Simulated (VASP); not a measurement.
# MgB2 (P6/mmm) in VASP: notebook, part 2 of 3

VASP 6.6.1. The steps go on from the part before.

### Step 3. Relaxation of cell and atoms, PBEsol, target pressure 15 GPa, at which the enthalpy is minimised

Input file INCAR:

```
SYSTEM = MgB2
PREC = Accurate ; ENCUT = 600
EDIFF = 1E-6 ; ISMEAR = -1
SIGMA = 0.1 ; LREAL = .False.
LASPH = .True. ; NELM = 100
ALGO = Normal ; ISIF = 3
LWAVE = .False. ; LCHARG = .False.
GGA = PS ; IBRION = 2
NSW = 100 ; EDIFFG = -0.002
PSTRESS = 150.0
```

Input file KPOINTS:

```
Automatic mesh
0
Gamma
  16 16 12
  0 0 0
```

Input file POSCAR:

```
MgB2
1.0
    3.0645010570      0.0000000000      0.0000000000
   -1.5322505285      2.6539357653      0.0000000000
    0.0000000000      0.0000000000      3.4965793458
Mg B
1 2
Direct
    0.0000000000      0.0000000000      0.0000000000
    0.3333333333      0.6666666667      0.5000000000
    0.6666666667      0.3333333333      0.5000000000
```

Potentials or basis: VASP PAW PBE potentials, release 64 (Mg, B).

Run with:

```bash
> cat potpaw_PBE.64/Mg/POTCAR potpaw_PBE.64/B/POTCAR > POTCAR
> mpirun -np 1 vasp_std > vasp.out
```

OUTCAR:

```text
SYSTEM = MgB2
   PREC = Accurate
   ENCUT = 600
   EDIFF = 1E-6
   ISMEAR = -1
   LREAL = .False.
   LASPH = .True.
   NELM = 100
   ISIF = 3
   GGA = PS
   IBRION = 2
   NSW = 100
   EDIFFG = -0.002
   PSTRESS = 150.0

 ion  position               nearest neighbor table
   1  0.000  0.000  0.000-   2 2.49   3 2.49   2 2.49   3 2.49   3 2.49   3 2.49   2 2.49   2 2.49
                             3 2.49   3 2.49   2 2.49   2 2.49
   2  0.333  0.667  0.500-   3 1.77   3 1.77   3 1.77   1 2.49   1 2.49   1 2.49   1 2.49   1 2.49
                             1 2.49
   3  0.667  0.333  0.500-   2 1.77   2 1.77   2 1.77   1 2.49   1 2.49   1 2.49   1 2.49   1 2.49
                             1 2.49

  LATTYP: Found a hexagonal cell.
 ALAT       =     3.0645010570
 C/A-ratio  =     1.1409946614

  Lattice vectors:

 A1 = (   3.0645010570,   0.0000000000,   0.0000000000)
 A2 = (  -1.5322505285,   2.6539357653,   0.0000000000)
 A3 = (   0.0000000000,   0.0000000000,   3.4965793458)

Analysis of symmetry for initial positions (statically):
=====================================================================
 Subroutine PRICEL returns:
 Original cell was already a primitive cell.

 Routine SETGRP: Setting up the symmetry group for a
 hexagonal supercell.

 Subroutine GETGRP returns: Found 24 space group operations
 (whereof 24 operations were pure point group operations)
 out of a pool of 24 trial point group operations.

The static configuration has the point symmetry D_6h.

Analysis of symmetry for dynamics (positions and initial velocities):
=====================================================================
 Subroutine PRICEL returns:
 Original cell was already a primitive cell.

 Routine SETGRP: Setting up the symmetry group for a
 hexagonal supercell.

 Subroutine GETGRP returns: Found 24 space group operations
 (whereof 24 operations were pure point group operations)
 out of a pool of 24 trial point group operations.

The dynamic configuration has the point symmetry D_6h.

 Subroutine INISYM returns: Found 24 space group operations
 (whereof 24 operations are pure point group operations),
 and found     1 'primitive' translations

----------------------------------------------------------------------------------------

                                     Primitive cell

  volume of cell :      28.4376

  direct lattice vectors                    reciprocal lattice vectors
     3.064501057  0.000000000  0.000000000     0.326317394  0.188399435  0.000000000
    -1.532250529  2.653935765  0.000000000     0.000000000  0.376798871  0.000000000
     0.000000000  0.000000000  3.496579346     0.000000000  0.000000000  0.285993796

  length of vectors
     3.064501057  3.064501057  3.496579346     0.376798871  0.376798871  0.285993796

  position of ions in fractional coordinates (direct lattice)
     0.000000000  0.000000000  0.000000000
     0.333333333  0.666666667  0.500000000
     0.666666667  0.333333333  0.500000000

  ion indices of the primitive-cell ions
   primitive index   ion index
                 1           1
                 2           2
                 3           3

----------------------------------------------------------------------------------------

[... 53 lines left out ...]
   total plane-waves  NPLWV =  16128
   dimension x,y,z NGX =    24 NGY =   24 NGZ =   28
   dimension x,y,z NGXF=    48 NGYF=   48 NGZF=   56
   ions per type =               1   2
   NGX,Y,Z   is equivalent  to a cutoff of  13.02, 13.02, 13.31 a.u.
   NGXF,Y,Z  is equivalent  to a cutoff of  26.04, 26.04, 26.63 a.u.
 SYSTEM =  MgB2
   PREC   = accura    normal or accurate (medium, high low for compatibility)
   ISTART =      0    job   : 0-new  1-cont  2-samecut
   ICHARG =      2    charge: 1-file 2-atom 10-const
   ISPIN  =      1    spin polarized calculation?
   LNONCOLLINEAR =      F non collinear calculations
   LSORBIT =      F    spin-orbit coupling
   LASPH  =      T    aspherical Exc in radial PAW
   ENCUT  =  600.0 eV  44.10 Ry    6.64 a.u.   6.12  6.12  6.98*2*pi/ulx,y,z
   NELM   =    100;   NELMIN=  2; NELMDL= -5     # of ELM steps
   EDIFF  = 0.1E-05   stopping-criterion for ELM
   LREAL  =      F    real-space projection
   EDIFFG = -.2E-02   stopping-criterion for IOM
   NSW    =    100    number of steps for IOM
   IBRION =      2    ionic relax: 0-MD 1-quasi-New 2-CG
   NFREE  =      1    steps in history (QN), initial steepest desc. (CG)
   ISIF   =      3    stress and relaxation
   ISYM   =      2    0-nonsym 1-usesym 2-fastsym
   POTIM  = 0.5000    time-step for ionic-motion
   TEBEG  =    0.0;   TEEND  =   0.0 temperature during run
   PSTRESS=  150.0 pullay stress
   NELECT =       8.0000    total number of electrons
   NUPDOWN=      -1.0000    fix difference up-down
   EMIN   =  10.00;   EMAX   =-10.00  energy-range for DOS
   EFERMI =   0.00;   METHOD = LEGACY
   ISMEAR =    -1;   SIGMA  =   0.10  broadening in eV -4-tet -1-fermi 0-gaus
   EFERMI_NEDOS =   21; number of points for ismear=-14 and -15
   IALGO  =     38    algorithm
   IMIX   =      4    mixing-type and parameters
     AMIX     =   0.40;   BMIX     =  1.00
     AMIX_MAG =   1.60;   BMIX_MAG =  1.00
  volume/ion in A,a.u.               =       9.48        63.97
  Fermi-wavevector in a.u.,A,eV,Ry     =   1.072689  2.027087 15.655689  1.150661
  Thomas-Fermi vector in A             =   2.208466
   LORBIT       =      0    0 simple, 1 ext, 2 COOP (PROOUT), +10 PAW based schemes
   GGA     = PS    functional components
   LHFCALC =     F    Hartree Fock is set to
   AEXX    =    0.0000 exact exchange contribution
   IVDW    =     0    specifies the selected vdW correction
   LEPSILON=     F    determine dielectric tensor
   LRPA    =     F    only Hartree local field effects (RPA)
 conjugate gradient relaxation of ions
 non-spin polarized calculation
  energy-cutoff  :      600.00
  volume of cell :       28.44
 maximum number of plane-waves:       964
   NGX = 13   NGY = 13   NGZ = 13

--------------------------------------- Ionic step        1  -------------------------------------------

 number of electron       8.0000000 magnetization

 Free energy of the ion-electron system (eV)
  ---------------------------------------------------
  ext. energy  EPLUGINS =         0.00000000
  ---------------------------------------------------
  free energy    TOTEN  =       -16.23715567 eV

  energy without entropy =      -16.21493989  energy(sigma->0) =      -16.22604778

------------------------ aborting loop because EDIFF is reached ----------------------------------------

  FORCE on cell =-STRESS in cart. coord.  units (eV):
  Direction    XX          YY          ZZ          XY          YZ          ZX
  --------------------------------------------------------------------------------------
  -------------------------------------------------------------------------------------
  Total        0.0057873      0.0057873     -0.0295132     -0.0000000      0.0000000     -0.0000000
  in kB        0.3260582      0.3260582     -1.6627760     -0.0000000      0.0000000     -0.0000000
  external PRESSURE =    -150.3368866 kB  Pullay stress =     150.0000000 kB
[... 221 lines left out ...]
--------------------------------------- Ionic step        7  -------------------------------------------

 number of electron       8.0000000 magnetization

 Free energy of the ion-electron system (eV)
  ---------------------------------------------------
  ext. energy  EPLUGINS =         0.00000000
  ---------------------------------------------------
  free energy    TOTEN  =       -16.13432842 eV

  energy without entropy =      -16.11339614  energy(sigma->0) =      -16.12386228

 E-fermi :   5.9522     XC(G=0): -11.4334

 val. band max:        5.9490628994   @ k =   0.0625  -0.0000   0.0000
 cond. band min:       5.9734691158   @ k =   0.2500   0.2500   0.4167
 fundamental gap:      0.0244062164
 Fermi energy:         5.9522449276

 k-point     1 :       0.0000    0.0000    0.0000
  band No.  band energies     occupation
      1      -7.0696      2.00000
      2       3.0525      2.00000
      3       6.3189      0.04987
      4       6.3189      0.04987
      5       8.2022      0.00000
      6      12.5214      0.00000
      7      12.5214      0.00000
      8      14.9372      0.00000
[... 243 lines left out ...]
 k-point    24 :       0.2500    0.1875    0.0000
  band No.  band energies     occupation
      1      -4.4796      2.00000
      2       0.6231      2.00000
      3       1.9778      2.00000
      4       5.4781      1.98270
      5      10.6409      0.00000
      6      10.9425      0.00000
      7      13.3919      0.00000
      8      14.7612      0.00000

 [... further k-points ...]

------------------------ aborting loop because EDIFF is reached ----------------------------------------

  FORCE on cell =-STRESS in cart. coord.  units (eV):
  Direction    XX          YY          ZZ          XY          YZ          ZX
  --------------------------------------------------------------------------------------
  -------------------------------------------------------------------------------------
  Total        2.4382299      2.4382299      2.4425944     -0.0000000     -0.0000000      0.0000000
  in kB      149.8157866    149.8157866    150.0839594     -0.0000000     -0.0000000      0.0000000
  external PRESSURE =      -0.0948224 kB  Pullay stress =     150.0000000 kB
[... 22 lines left out ...]
  energy  without entropy=      -16.1133961354  energy(sigma->0) =      -16.12386228

  enthalpy is  TOTEN    =       -13.6931004559 eV   P V=        2.4412279661

 reached required accuracy - stopping structural energy minimisation
```

CONTCAR:

```text
MgB2
   1.00000000000000
     2.9963022821765284   -0.0000000000000000   -0.0000000000000000
    -1.4981511410882642    2.5948738937981677    0.0000000000000000
     0.0000000000000000    0.0000000000000000    3.3537121015757538
  Mg              B
     1     2
Direct
     0.0000000000000000    0.0000000000000000    0.0000000000000000
     0.3333333332999970    0.6666666667000030    0.5000000000000000
     0.6666666667000030    0.3333333332999970    0.5000000000000000

  0.00000000E+00  0.00000000E+00  0.00000000E+00
  0.00000000E+00  0.00000000E+00  0.00000000E+00
  0.00000000E+00  0.00000000E+00  0.00000000E+00
```

Wall time 3.1 min (1 thread of Intel Xeon 8259CL, shared host); peak memory 0.21 GiB.

What came out:

```yaml
Free_energy: -16.1343 eV
Relaxed_volume: 8.69 Å³/atom
Relaxed_cell: a = 2.996 Å, b = 2.996 Å, c = 3.354 Å, α = 90.00°, β = 90.00°, γ = 120.00°
Space_group_after_relaxing_to_0.1_Å: P6/mmm (No. 191)
Energy_change_on_relaxing_the_run_minimises_the_enthalpy: +34.3 meV/atom
Ionic_steps: 7
Pressure_after_relaxing: 15.0 GPa
Band_gap_on_the_k_mesh: zero (bands 4 and 5 overlap by 3.39 eV)
```

The path:
```
step  energy change (eV)  largest force (eV/Å)  pressure (GPa)  volume (Å³)
   1              0.0000                0.0000           -0.03        28.44
   2              0.2580                0.0000           26.19        24.93
   3              0.0982                0.0000           14.98        26.19
   4              0.1010                0.0000           15.01        26.10
   5              0.1031                0.0000           15.02        26.07
   6              0.1034                0.0000           15.03        26.07
   7              0.1028                0.0000           14.99        26.08
```

Final structure:
```xyz
3
Lattice="2.9963 0.0000 0.0000 -1.4982 2.5949 0.0000 0.0000 0.0000 3.3537" Properties=species:S:1:pos:R:3 pbc="T T T"
Mg    0.0000    0.0000    0.0000
B     0.0000    1.7299    1.6769
B     1.4982    0.8650    1.6769
```

Levels at points of the mesh, in eV from the Fermi level:
| k point | band 1 | band 2 | band 3 | band 4 | band 5 | band 6 | band 7 | band 8 |
| --- | --- | --- | --- | --- | --- | --- | --- | --- |
| (0.00, 0.00, 0.00) | -13.02 | -2.90 | 0.37 | 0.37 | 2.25 | 6.57 | 6.57 | 8.98 |
| (0.50, 0.00, 0.00) | -8.86 | -8.29 | -2.35 | 0.34 | 3.49 | 3.97 | 6.15 | 8.36 |
| (0.00, 0.00, 0.50) | -11.51 | -7.88 | 0.84 | 0.84 | 6.87 | 6.87 | 8.39 | 11.47 |
| (0.50, 0.00, 0.50) | -7.70 | -7.24 | -3.85 | -2.02 | -1.38 | 6.31 | 9.49 | 9.67 |

Caveat: the cell is relaxed towards a set pressure, so the run minimises the enthalpy, not the energy; the PAW data sets were made with another functional, which shifts forces and pressure a little.

[end of part 2 of 3]

The gap in the log of VASP goes by the Fermi energy; the results here count the filled bands.